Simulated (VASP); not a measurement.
# MgO (klda) (P6_3mc) in VASP: single point with LDA

Aim: the single point of MgO (klda) with LDA.

Program: VASP 6.6.1. These are calculated values, not measurements. Logs are shortened: lines on timing, memory, paths and dates and some standing lists are left out, and cuts for length are marked.

## Step 1: The cell of the first run

The structure is hexagonal, space group P6_3mc (No. 186). The conventional cell has a = 3.308 Å, b = 3.308 Å, c = 4.983 Å, α = 90.00°, β = 90.00°, γ = 120.00°. Within 2.6 Å of Mg (site symmetry 3m) lie 4 O at 1.97 to 1.99 Å. Within 2.6 Å of O (site symmetry 3m) lie 4 Mg at 1.97 to 1.99 Å.

## Step 2: Single point, LDA

INCAR reads:

```
PREC = Accurate
ENCUT = 600
EDIFF = 1E-6
ISMEAR = 0
SIGMA = 0.1
LREAL = F
LASPH = T
NELM = 120
ALGO = Normal
ISIF = 2
LWAVE = F
LCHARG = T
LELF = T
LVHAR = T
NBANDS = 16
GGA_COMPAT = F
```

KPOINTS reads:

```
Automatic mesh
0
Gamma
  6 6 4
```

POSCAR reads:

```
MgO
1.0
    3.3077869900      0.0000000000      0.0000000000
   -1.6538934900      2.8646275600      0.0000000000
    0.0000000000      0.0000000000      4.9828816700
Mg O
2 2
Direct
    0.3333333300      0.6666666700      0.0021597400
    0.6666666700      0.3333333300      0.5021597400
    0.3333333300      0.6666666700      0.4024402600
    0.6666666700      0.3333333300      0.9024402600
```

Potentials or basis: VASP PAW LDA potentials, release 64 (Mg, O).

The run is started by

```
> cat potpaw_LDA.64/Mg/POTCAR potpaw_LDA.64/O/POTCAR > POTCAR
> mpirun -np 1 vasp_std > vasp.out
```

OUTCAR:

```text
PREC = Accurate
   ENCUT = 600
   EDIFF = 1E-6
   ISMEAR = 0
   LREAL = F
   LASPH = T
   NELM = 120
   ISIF = 2

 ion  position               nearest neighbor table
   1  0.333  0.667  0.002-   4 1.97   4 1.97   4 1.97   3 1.99   2 3.14   2 3.14   2 3.14   2 3.14
                             2 3.14   2 3.14
   2  0.667  0.333  0.502-   3 1.97   3 1.97   3 1.97   4 1.99   1 3.14   1 3.14   1 3.14   1 3.14
                             1 3.14   1 3.14
   3  0.333  0.667  0.402-   2 1.97   2 1.97   2 1.97   1 1.99
   4  0.667  0.333  0.902-   1 1.97   1 1.97   1 1.97   2 1.99

  LATTYP: Found a hexagonal cell.
 ALAT       =     3.3077869900
 C/A-ratio  =     1.5064094771

  Lattice vectors:

 A1 = (   3.3077869900,   0.0000000000,   0.0000000000)
 A2 = (  -1.6538934900,   2.8646275600,   0.0000000000)
 A3 = (   0.0000000000,   0.0000000000,   4.9828816700)

Analysis of symmetry for initial positions (statically):
=====================================================================
 Subroutine PRICEL returns:
 Original cell was already a primitive cell.

 Routine SETGRP: Setting up the symmetry group for a
 hexagonal supercell.

 Subroutine GETGRP returns: Found 12 space group operations
 (whereof  6 operations were pure point group operations)
 out of a pool of 24 trial point group operations.

The static configuration has the point symmetry C_3v.
 The point group associated with its full space group is C_6v.

Analysis of symmetry for dynamics (positions and initial velocities):
=====================================================================
 Subroutine PRICEL returns:
 Original cell was already a primitive cell.

 Routine SETGRP: Setting up the symmetry group for a
 hexagonal supercell.

 Subroutine GETGRP returns: Found 12 space group operations
 (whereof  6 operations were pure point group operations)
 out of a pool of 24 trial point group operations.

The dynamic configuration has the point symmetry C_3v.
 The point group associated with its full space group is C_6v.

 Subroutine INISYM returns: Found 12 space group operations
 (whereof  6 operations are pure point group operations),
 and found     1 'primitive' translations

----------------------------------------------------------------------------------------

[... 91 lines left out ...]
   NELM   =    120;   NELMIN=  2; NELMDL= -5     # of ELM steps
   EDIFF  = 0.1E-05   stopping-criterion for ELM
   LREAL  =      F    real-space projection
   EDIFFG = 0.1E-04   stopping-criterion for IOM
   NSW    =      0    number of steps for IOM
   IBRION =     -1    ionic relax: 0-MD 1-quasi-New 2-CG
   NFREE  =      0    steps in history (QN), initial steepest desc. (CG)
   ISIF   =      2    stress and relaxation
   ISYM   =      2    0-nonsym 1-usesym 2-fastsym
   POTIM  = 0.5000    time-step for ionic-motion
   TEBEG  =    0.0;   TEEND  =   0.0 temperature during run
   PSTRESS=    0.0 pullay stress
   NELECT =      16.0000    total number of electrons
   NUPDOWN=      -1.0000    fix difference up-down
   EMIN   =  10.00;   EMAX   =-10.00  energy-range for DOS
   EFERMI =   0.00;   METHOD = LEGACY
   ISMEAR =     0;   SIGMA  =   0.10  broadening in eV -4-tet -1-fermi 0-gaus
   EFERMI_NEDOS =   21; number of points for ismear=-14 and -15
   IALGO  =     38    algorithm
   IMIX   =      4    mixing-type and parameters
     AMIX     =   0.40;   BMIX     =  1.00
     AMIX_MAG =   1.60;   BMIX_MAG =  1.00
  volume/ion in A,a.u.               =      11.80        79.66
  Fermi-wavevector in a.u.,A,eV,Ry     =   1.141351  2.156842 17.724080  1.302683
  Thomas-Fermi vector in A             =   2.278052
   LORBIT       =      0    0 simple, 1 ext, 2 COOP (PROOUT), +10 PAW based schemes
   GGA     = CA    functional components
   LHFCALC =     F    Hartree Fock is set to
   AEXX    =    0.0000 exact exchange contribution
   IVDW    =     0    specifies the selected vdW correction
   LEPSILON=     F    determine dielectric tensor
   LRPA    =     F    only Hartree local field effects (RPA)
 non-spin polarized calculation
 Gauss-broadening in eV      SIGMA  =   0.10
  energy-cutoff  :      600.00
  volume of cell :       47.22
 maximum number of plane-waves:      1610
 NGX is ok and might be reduce to    28
   NGX = 13   NGY = 13   NGZ = 19

 number of electron      15.9999997 magnetization

 Free energy of the ion-electron system (eV)
  ---------------------------------------------------
  ext. energy  EPLUGINS =         0.00000000
  ---------------------------------------------------
  free energy    TOTEN  =       -26.23434839 eV

  energy without entropy =      -26.23434839  energy(sigma->0) =      -26.23434839

 E-fermi :   1.2695     XC(G=0): -10.2704

 val. band max:        0.8225964927   @ k =   0.0000   0.0000   0.0000
 cond. band min:       4.1810089499   @ k =   0.0000   0.0000   0.0000
 fundamental gap:      3.3584124571
 Fermi energy:         1.2694575710

 k-point     1 :       0.0000    0.0000    0.0000
  band No.  band energies     occupation
      1     -15.1589      2.00000
      2     -14.2997      2.00000
      3      -2.5287      2.00000
      4       0.0226      2.00000
      5       0.0226      2.00000
      6       0.3709      2.00000
[... 376 lines left out ...]
      3      -1.8786      2.00000
      4      -1.8786      2.00000
      5      -1.3469      2.00000
      6      -1.3469      2.00000
[... 8 lines left out ...]
     15      16.5272      0.00000
     16      16.5272      0.00000

------------------------ aborting loop because EDIFF is reached ----------------------------------------

  FORCE on cell =-STRESS in cart. coord.  units (eV):
  Direction    XX          YY          ZZ          XY          YZ          ZX
  --------------------------------------------------------------------------------------
  -------------------------------------------------------------------------------------
  Total       -1.7163492     -1.7163492     -1.5078225     -0.0000000      0.0000000      0.0000000
  in kB      -58.2411514    -58.2411512    -51.1651811     -0.0000001      0.0000000      0.0000000
  external PRESSURE =     -55.8824946 kB  Pullay stress =       0.0000000 kB

 VOLUME and BASIS-vectors are now :
 -----------------------------------------------------------------------------
  energy-cutoff  :      600.00
  volume of cell :       47.22
      direct lattice vectors                 reciprocal lattice vectors
     3.307786990  0.000000000  0.000000000     0.302316928  0.174542759  0.000000000
    -1.653893490  2.864627560  0.000000000     0.000000000  0.349085520  0.000000000
     0.000000000  0.000000000  4.982881670     0.000000000  0.000000000  0.200687086

 POSITION                                       TOTAL-FORCE (eV/Angst)
 -----------------------------------------------------------------------------------
     -0.00000      1.90975      0.01076        -0.000000     -0.000000      0.048396
      1.65389      0.95488      2.50220        -0.000000      0.000000      0.048396
     -0.00000      1.90975      2.00531        -0.000000      0.000000     -0.048396
      1.65389      0.95488      4.49675         0.000000      0.000000     -0.048396
 -----------------------------------------------------------------------------------
    total drift:                               -0.000017      0.000009      0.001577

  FREE ENERGIE OF THE ION-ELECTRON SYSTEM (eV)
  ---------------------------------------------------
  free  energy   TOTEN  =       -26.2343483937 eV

  energy  without entropy=      -26.2343483937  energy(sigma->0) =      -26.23434839
```

OSZICAR:

```text
N       E                     dE             d eps       ncg     rms          rms(c)
DAV:   1     0.618897018956E+02    0.61890E+02   -0.80277E+03   672   0.987E+02
DAV:   2    -0.263313617992E+02   -0.88221E+02   -0.81337E+02   936   0.204E+02
DAV:   3    -0.304910205285E+02   -0.41597E+01   -0.41495E+01   776   0.455E+01
DAV:   4    -0.305085307328E+02   -0.17510E-01   -0.17510E-01   816   0.344E+00
DAV:   5    -0.305086161372E+02   -0.85404E-04   -0.85404E-04   776   0.224E-01    0.114E+01
DAV:   6    -0.264284837712E+02    0.40801E+01   -0.11859E+01   672   0.258E+01    0.394E+00
DAV:   7    -0.263023407496E+02    0.12614E+00   -0.22577E-01   688   0.367E+00    0.213E+00
DAV:   8    -0.262369851878E+02    0.65356E-01   -0.12333E-01   704   0.343E+00    0.510E-01
DAV:   9    -0.262344591680E+02    0.25260E-02   -0.32696E-03   816   0.488E-01    0.197E-01
DAV:  10    -0.262343513019E+02    0.10787E-03   -0.58915E-04   704   0.206E-01    0.136E-02
DAV:  11    -0.262343489756E+02    0.23263E-05   -0.17065E-05   824   0.302E-02    0.110E-02
DAV:  12    -0.262343483937E+02    0.58187E-06   -0.16291E-06   624   0.113E-02
   1 F= -.26234348E+02 E0= -.26234348E+02  d E =-.833562E-12
```

It took 19 s on 1 thread of AMD EPYC 9R45 (Zen 5), shared host; peak memory 0.13 GiB.

Results:

```yaml
Free_energy: -26.2343 eV
Pressure: -5.6 GPa
Largest_force: 0.048 eV/Å
Band_gap_on_the_k_mesh: 3.36 eV, direct
```

Forces on the atoms (eV/Å):
```
Mg   0.000  0.000  0.048
Mg   0.000  0.000  0.048
O    0.000  0.000 -0.048
O    0.000  0.000 -0.048
```

Stress tensor (GPa, compression positive):
```
-5.82  0.00  0.00
 0.00 -5.82  0.00
 0.00  0.00 -5.12
```

Levels at points of the mesh, in eV from the valence-band top:
```tsv
k point	band 5	band 6	band 7	band 8	band 9	band 10	band 11	band 12
(0.00, 0.00, 0.00)	-0.80	-0.45	-0.45	0.00	3.36	8.31	10.16	13.81
(0.50, 0.00, 0.00)	-1.80	-1.34	-0.85	-0.53	7.58	7.89	9.04	10.53
(0.00, 0.00, 0.50)	-0.63	-0.63	-0.63	-0.63	5.86	5.86	12.96	12.96
(0.50, 0.00, 0.50)	-0.96	-0.96	-0.74	-0.74	7.18	7.18	10.61	10.61
```
